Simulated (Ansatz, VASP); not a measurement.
# BN: VASP beside Ansatz

POSCAR

```
BN
1.0
    0.0000000000      3.5184642916      2.1804366332
    1.2599212959      0.0000000000      2.1804366332
    1.2599212959      3.5184642916      0.0000000000
N B
1 1
Direct
    0.6666513400      0.6666513400      0.3333486600
    0.0000486500      0.0000486500      0.9999513500
```

The input INCAR.step1:

```
SYSTEM = BN
PREC = Accurate
ENCUT = 520
ISMEAR = -1
SIGMA = 0.05
LREAL = .FALSE.
LASPH = .TRUE.
NELM = 60
NBANDS = 11
GGA = PE
ALGO = Normal
EDIFF = 1E-4
LWAVE = .TRUE.
LCHARG = .FALSE.
```

INCAR.step2

```
SYSTEM = BN
PREC = Accurate
ENCUT = 520
EDIFF = 1E-6
ISMEAR = -1
SIGMA = 0.05
LREAL = .FALSE.
LASPH = .TRUE.
NELM = 60
ALGO = Normal
ISIF = 2
LWAVE = .FALSE.
LCHARG = .TRUE.
METAGGA = R2SCAN
LMIXTAU = .TRUE.
LELF = .TRUE.
LVHAR = .TRUE.
NBANDS = 11
ISTART = 1
```

The input KPOINTS:

```
Automatic mesh
0
G
  13 13 13
  0 0 0
```

input.yaml

```yaml
crystal:
  lattice:
    - [0.0, 3.5184642916, 2.1804366332]
    - [1.2599212959, 0.0, 2.1804366332]
    - [1.2599212959, 3.5184642916, 0.0]
  atoms:
    - { symbol: "N", position: [0.66665134, 0.66665134, 0.33334866] }
    - { symbol: B, position: [4.865e-05, 4.865e-05, 0.99995135] }
hamiltonian:
  xc: r2scan
  pseudopotentials: { kind: paw }
kpoints:
  mp_grid: { grid: [13, 13, 13] }
scf:
  occupations: { method: fermi_dirac, width: 0.05 }
output:
  forces: true
  stress: true
  eigenvalues: true
```

Alike in both runs: task single point; functional r2SCAN; k mesh 13 × 13 × 13; occupations fermi-dirac, width 0.05 eV; no spin polarisation.

```csv
,VASP,Ansatz
version,VASP 6.6.1,Ansatz 0.2.0
potentials or method,"VASP PAW PBE potentials, release 64 (N, B)",Ansatz PAW
plane-wave cutoff (eV),520,500
valence electrons in the cell,8,8
```

VASP gave:

| Quantity | Value |
| --- | --- |
| gap on the k mesh at the Fermi level (eV) | 4.40 |
| least direct gap on the mesh (eV) | 5.30 |
| pressure (GPa) | -4.6 |
| traceless stress, the component that is largest in VASP (GPa) | 4.19 |
| rms of the force components (eV/Å) | 0.004 |

Task: Which values does Ansatz return?

Result: gap on the k mesh at the Fermi level (eV): 4.37; least direct gap on the mesh (eV): 5.24; pressure (GPa): -5.0; traceless stress, the component that is largest in VASP (GPa): 4.80; rms of the force components (eV/Å): 0.004.

VASP's potentials were made for PBE, not for r2SCAN. Atom by atom the forces differ by 0.000 eV/Å (rms over components). With one functional, cell and mesh, what is left measures potentials, basis and numerics.

Noted on Ansatz's run: odd divisions of the mesh miss points on the zone boundary, where band edges often lie, so the gap on the mesh can be too wide.
